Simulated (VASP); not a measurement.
# Pt (R-3m) in VASP: notebook

Pt is run at these levels: PBEsol; tasks: single point.

Everything below comes from runs of VASP 6.6.1. Logs are shortened: lines on timing, memory, paths and dates and some standing lists are left out, and cuts for length are marked.

### Step 1. The cell of the first run

The structure is trigonal, space group R-3m (No. 166). The conventional cell has a = 3.706 Å, b = 3.706 Å, c = 3.374 Å, α = 90.00°, β = 90.00°, γ = 120.00°. Pt (site symmetry -3m) has 12 Pt at 2.42 to 3.10 Å within 3.2 Å.

### Step 2. Single point, PBEsol (13.38 Å³/atom)

Input file INCAR:

```
PREC = Accurate ; ENCUT = 520
EDIFF = 1E-6 ; ISMEAR = 0
SIGMA = 0.15 ; LREAL = False
LASPH = True ; NELM = 80
ALGO = Fast ; ISIF = 2
LWAVE = False ; LCHARG = True
GGA = PS ; LELF = True
LVHAR = True ; NBANDS = 11
```

Input file KPOINTS:

```
regular mesh
0
Gamma
  22 22 22
```

Input file POSCAR:

```
Pt
1.0
   -1.0974350943      1.5227839928      1.5227839928
    1.5227839928     -1.0974350943      1.5227839928
    1.5227839928      1.5227839928     -1.0974350943
Pt
1
Direct
    0.0000000000      0.0000000000      0.0000000000
```

Potentials or basis: VASP PAW PBE potentials, release 64 (Pt).

The run is started by

```console
$ cat potpaw_PBE.64/Pt/POTCAR > POTCAR
$ mpirun -np 1 vasp_std > vasp.out
```

OUTCAR:

```text
PREC = Accurate
   ENCUT = 520
   EDIFF = 1E-6
   ISMEAR = 0
   LREAL = False
   LASPH = True
   NELM = 80
   ISIF = 2
   GGA = PS

 ion  position               nearest neighbor table
   1  0.000  0.000  0.000-

  LATTYP: Found a trigonal (rhomboedric) cell.
 ALAT       =     2.4170448824
 COS(alpha) =    -0.1751837620

  Lattice vectors:

 A1 = (  -1.0974350943,   1.5227839928,   1.5227839928)
 A2 = (   1.5227839928,  -1.0974350943,   1.5227839928)
 A3 = (   1.5227839928,   1.5227839928,  -1.0974350943)

Analysis of symmetry for initial positions (statically):
=====================================================================
 Subroutine PRICEL returns:
 Original cell was already a primitive cell.

 Routine SETGRP: Setting up the symmetry group for a
 trigonal (rhombohedral) supercell.

 Subroutine GETGRP returns: Found 12 space group operations
 (whereof 12 operations were pure point group operations)
 out of a pool of 12 trial point group operations.

The static configuration has the point symmetry D_3d.

Analysis of symmetry for dynamics (positions and initial velocities):
=====================================================================
 Subroutine PRICEL returns:
 Original cell was already a primitive cell.

 Routine SETGRP: Setting up the symmetry group for a
 trigonal (rhombohedral) supercell.

 Subroutine GETGRP returns: Found 12 space group operations
 (whereof 12 operations were pure point group operations)
 out of a pool of 12 trial point group operations.

The dynamic configuration has the point symmetry D_3d.

 Subroutine INISYM returns: Found 12 space group operations
 (whereof 12 operations are pure point group operations),
 and found     1 'primitive' translations

----------------------------------------------------------------------------------------

                                     Primitive cell

  volume of cell :      13.3750

  direct lattice vectors                    reciprocal lattice vectors
    -1.097435094  1.522783993  1.522783993    -0.083327649  0.298319827  0.298319827
     1.522783993 -1.097435094  1.522783993     0.298319827 -0.083327649  0.298319827
     1.522783993  1.522783993 -1.097435094     0.298319827  0.298319827 -0.083327649

  length of vectors
     2.417044882  2.417044882  2.417044882     0.430038295  0.430038295  0.430038295

  position of ions in fractional coordinates (direct lattice)
     0.000000000  0.000000000  0.000000000

  ion indices of the primitive-cell ions
   primitive index   ion index
                 1           1

[... 83 lines left out ...]
   NUPDOWN=      -1.0000    fix difference up-down
   EMIN   =  10.00;   EMAX   =-10.00  energy-range for DOS
   EFERMI =   0.00;   METHOD = LEGACY
   ISMEAR =     0;   SIGMA  =   0.15  broadening in eV -4-tet -1-fermi 0-gaus
   EFERMI_NEDOS =   21; number of points for ismear=-14 and -15
   IALGO  =     68    algorithm
   IMIX   =      4    mixing-type and parameters
     AMIX     =   0.40;   BMIX     =  1.00
     AMIX_MAG =   1.60;   BMIX_MAG =  1.00
  volume/ion in A,a.u.               =      13.38        90.26
  Fermi-wavevector in a.u.,A,eV,Ry     =   1.485857  2.807862 30.038533  2.207770
  Thomas-Fermi vector in A             =   2.599216
   LORBIT       =      0    0 simple, 1 ext, 2 COOP (PROOUT), +10 PAW based schemes
   GGA     = PS    functional components
   LHFCALC =     F    Hartree Fock is set to
   AEXX    =    0.0000 exact exchange contribution
   IVDW    =     0    specifies the selected vdW correction
   LEPSILON=     F    determine dielectric tensor
   LRPA    =     F    only Hartree local field effects (RPA)
 non-spin polarized calculation
 RMM-DIIS sequential band-by-band and
 Gauss-broadening in eV      SIGMA  =   0.15
  energy-cutoff  :      520.00
  volume of cell :       13.38
 maximum number of plane-waves:       371
 NGX is ok and might be reduce to    18
   NGX =  9   NGY =  9   NGZ =  9

 number of electron      10.0000000 magnetization

 number of electron       9.9999999 magnetization

 Free energy of the ion-electron system (eV)
  ---------------------------------------------------
  ext. energy  EPLUGINS =         0.00000000
  ---------------------------------------------------
  free energy    TOTEN  =        -5.64564760 eV

  energy without entropy =       -5.63164359  energy(sigma->0) =       -5.63864559

 E-fermi :  13.3276     XC(G=0): -14.2392

 val. band max:       13.3259373756   @ k =  -0.3636   0.3636   0.2273
 cond. band min:      13.3279118454   @ k =  -0.2727  -0.2727   0.2273
 fundamental gap:      0.0019744698
 Fermi energy:        13.3276482794

 k-point     1 :       0.0000    0.0000    0.0000
  band No.  band energies     occupation
      1       1.9588      2.00000
      2       5.8636      2.00000
      3       5.8636      2.00000
      4      12.7799      2.00000
      5      13.5865      0.01467
      6      13.5865      0.01466
      7      28.8964      0.00000
      8      28.8964      0.00000
      9      35.1666      0.00000
     10      36.3902      0.00000
     11      40.8078      0.00000
[... 309 lines left out ...]
 k-point    24 :      -0.4545    0.0455    0.0000
  band No.  band energies     occupation
      1       5.0073      2.00000
      2       6.1179      2.00000
      3      10.3440      2.00000
      4      11.8454      2.00000
      5      12.8184      2.00000
      6      13.7297      0.00015
      7      20.5958      0.00000
      8      29.4490      0.00000
      9      33.6663      0.00000
     10      35.9457      0.00000
     11      42.1577      0.00000

 [... further k-points ...]

------------------------ aborting loop because EDIFF is reached ----------------------------------------

  FORCE on cell =-STRESS in cart. coord.  units (eV):
  Direction    XX          YY          ZZ          XY          YZ          ZX
  --------------------------------------------------------------------------------------
  -------------------------------------------------------------------------------------
  Total        7.7344540      7.7344540      7.7344540     -0.9638280     -0.9638280     -0.9638280
  in kB      926.5021977    926.5021977    926.5021977   -115.4559569   -115.4559569   -115.4559569
  external PRESSURE =     926.5021977 kB  Pullay stress =       0.0000000 kB

 VOLUME and BASIS-vectors are now :
 -----------------------------------------------------------------------------
  energy-cutoff  :      520.00
  volume of cell :       13.38
      direct lattice vectors                 reciprocal lattice vectors
    -1.097435094  1.522783993  1.522783993    -0.083327649  0.298319827  0.298319827
     1.522783993 -1.097435094  1.522783993     0.298319827 -0.083327649  0.298319827
     1.522783993  1.522783993 -1.097435094     0.298319827  0.298319827 -0.083327649

 POSITION                                       TOTAL-FORCE (eV/Angst)
 -----------------------------------------------------------------------------------
      0.00000      0.00000      0.00000         0.000000      0.000000      0.000000
 -----------------------------------------------------------------------------------
    total drift:                                0.000000      0.000000      0.000000

  FREE ENERGIE OF THE ION-ELECTRON SYSTEM (eV)
  ---------------------------------------------------
  free  energy   TOTEN  =        -5.6456475963 eV

  energy  without entropy=       -5.6316435897  energy(sigma->0) =       -5.63864559
```

Run time: 2.7 min. Hardware: 1 thread of Intel Xeon 8259CL, shared host; peak memory 0.25 GiB.

What came out:

```
Free energy            : -5.6456 eV
Pressure               : 92.7 GPa
Band gap on the k mesh : zero (bands 5 and 6 overlap by 4.11 eV)
```

Levels at points of the mesh, in eV from the Fermi level:
```tsv
k point	band 2	band 3	band 4	band 5	band 6	band 7	band 8	band 9
(0.00, 0.00, 0.00)	-7.46	-7.46	-0.55	0.26	0.26	15.57	15.57	21.84
(0.50, 0.00, 0.00)	-7.28	-1.64	-1.57	-1.41	0.45	7.01	15.84	19.94
(0.50, 0.50, 0.00)	-6.83	-2.02	-1.22	2.34	3.00	8.03	11.70	19.85
(0.50, 0.50, 0.50)	-7.98	-4.50	2.99	2.99	8.04	9.92	9.92	19.18
```

Caveat: the cell stands under pressure; the PAW data sets were made with another functional, which shifts forces and pressure a little; spin-orbit coupling is left out, which moves the levels of the heavy elements.

(Part 1 of 2 ends here.)
